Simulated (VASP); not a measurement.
Input of a VASP 6.6.1 run:

The input INCAR:

```
  ALGO = Normal
  EDIFF = 1E-6
  ENCUT = 700
  GGA = PE
  GGA_COMPAT = F
  ISIF = 2
  ISMEAR = 0
  ISYM = -1
  LASPH = T
  LCHARG = F
  LREAL = F
  LWAVE = F
  NBANDS = 11
  NELM = 120
  PREC = Accurate
  SIGMA = 0.01
```

File KPOINTS:

```
explicit points
63
Reciprocal
  0.10000000   0.10000000   0.10000000 2
  0.10000000   0.10000000   0.30000000 2
  0.10000000   0.10000000   0.50000000 2
  0.10000000   0.10000000   0.70000000 2
  0.10000000   0.10000000   0.90000000 2
  0.10000000   0.30000000   0.10000000 2
  0.10000000   0.30000000   0.30000000 2
  0.10000000   0.30000000   0.50000000 2
  0.10000000   0.30000000   0.70000000 2
  0.10000000   0.30000000   0.90000000 2
  0.10000000   0.50000000   0.10000000 2
  0.10000000   0.50000000   0.30000000 2
  0.10000000   0.50000000   0.50000000 2
  0.10000000   0.50000000   0.70000000 2
  0.10000000   0.50000000   0.90000000 2
  0.10000000   0.70000000   0.10000000 2
  0.10000000   0.70000000   0.30000000 2
  0.10000000   0.70000000   0.50000000 2
  0.10000000   0.70000000   0.70000000 2
  0.10000000   0.70000000   0.90000000 2
  0.10000000   0.90000000   0.10000000 2
  0.10000000   0.90000000   0.30000000 2
  0.10000000   0.90000000   0.50000000 2
  0.10000000   0.90000000   0.70000000 2
  0.10000000   0.90000000   0.90000000 2
  0.30000000   0.10000000   0.10000000 2
  0.30000000   0.10000000   0.30000000 2
  0.30000000   0.10000000   0.50000000 2
  0.30000000   0.10000000   0.70000000 2
  0.30000000   0.10000000   0.90000000 2
  0.30000000   0.30000000   0.10000000 2
  0.30000000   0.30000000   0.30000000 2
  0.30000000   0.30000000   0.50000000 2
  0.30000000   0.30000000   0.70000000 2
  0.30000000   0.30000000   0.90000000 2
  0.30000000   0.50000000   0.10000000 2
  0.30000000   0.50000000   0.30000000 2
  0.30000000   0.50000000   0.50000000 2
  0.30000000   0.50000000   0.70000000 2
  0.30000000   0.50000000   0.90000000 2
  0.30000000   0.70000000   0.10000000 2
  0.30000000   0.70000000   0.30000000 2
  0.30000000   0.70000000   0.50000000 2
  0.30000000   0.70000000   0.70000000 2
  0.30000000   0.70000000   0.90000000 2
  0.30000000   0.90000000   0.10000000 2
  0.30000000   0.90000000   0.30000000 2
  0.30000000   0.90000000   0.50000000 2
  0.30000000   0.90000000   0.70000000 2
  0.30000000   0.90000000   0.90000000 2
  0.50000000   0.10000000   0.10000000 2
  0.50000000   0.10000000   0.30000000 2
  0.50000000   0.10000000   0.50000000 2
  0.50000000   0.10000000   0.70000000 2
  0.50000000   0.10000000   0.90000000 2
  0.50000000   0.30000000   0.10000000 2
  0.50000000   0.30000000   0.30000000 2
  0.50000000   0.30000000   0.50000000 2
  0.50000000   0.30000000   0.70000000 2
  0.50000000   0.30000000   0.90000000 2
  0.50000000   0.50000000   0.10000000 2
  0.50000000   0.50000000   0.30000000 2
  0.50000000   0.50000000   0.50000000 1
```

File POSCAR:

```
BN
1.0
    0.0000000000      1.8075000000      1.8075000000
    1.8075000000      0.0000000000      1.8075000000
    1.8075000000      1.8075000000      0.0000000000
B N
1 1
Direct
   -0.0138312586      0.0138312586      0.0138312586
    0.2500000000      0.2500000000      0.2500000000
```

Potentials or basis: VASP PAW PBE potentials, release 64 (B, N).

Command:

```sh
$ cat potpaw_PBE.64/B/POTCAR potpaw_PBE.64/N/POTCAR > POTCAR
$ mpirun -np 1 vasp_std > vasp.out
```

What does it give for the pressure?

3.8 GPa.

What does it give for the band gap on the k mesh?

5.04 eV (least direct gap 8.72 eV).

Forces on the atoms (eV/Å):
```
B   -1.218 -0.009 -0.009
N    1.218  0.009  0.009
```

Caveat: the cell stands under pressure; a shifted mesh leaves out Γ, where band edges can lie; forces of over 1 eV/Å act on the atoms, so gaps and moduli don't describe the material at rest. Expect the measured gap to be larger: semilocal functionals such as PBE lack the derivative discontinuity.
